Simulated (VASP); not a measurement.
Input of a VASP 6.6.1 run:

File INCAR:

```
SYSTEM = ZrC
PREC = Accurate
ENCUT = 520
EDIFF = 1E-6
ISMEAR = -1
SIGMA = 0.08
LREAL = .FALSE.
LASPH = .TRUE.
NELM = 60
ALGO = Normal
ISIF = 2
LWAVE = .FALSE.
LCHARG = .FALSE.
GGA = PS
NBANDS = 24
```

KPOINTS

```
regular mesh
0
G
  4 7 7
  0 0 0
```

File POSCAR:

```
ZrC
1.0
    0.0000000000      4.7300000000      4.7300000000
    2.3650000000      0.0000000000      2.3650000000
    2.3650000000      2.3650000000      0.0000000000
Zr C
2 2
Direct
    0.2521253700      0.4756494715      0.5178701903
    0.7506156448      0.5225818182      0.4805830867
   -0.0110514799      0.0046830867      0.0061854123
    0.4902334038      0.0087509514      0.0055619450
```

Potentials or basis: VASP PAW PBE potentials, release 64 (Zr_sv, C).

Run with:

```console
$ cat potpaw_PBE.64/Zr_sv/POTCAR potpaw_PBE.64/C/POTCAR > POTCAR
$ mpirun -np 1 vasp_std > vasp.out
```

**Question.** Predict the pressure.

**Answer.** -7.2 GPa.

**Question.** Predict the band gap on the k mesh.

**Answer.** Zero (band 16 reaches 10.00 eV, above the bottom of band 17 at 9.06 eV).

**Question.** Estimate the largest force.

**Answer.** 0.901 eV/Å.

Forces in eV/Å, atoms in the order of the input:
```
Zr   0.365 -0.787  0.243
Zr   0.006  0.302 -0.735
C   -0.139  0.207  0.427
C   -0.232  0.278  0.065
```

Caveat: the PAW data sets were made with another functional, which shifts forces and pressure a little.
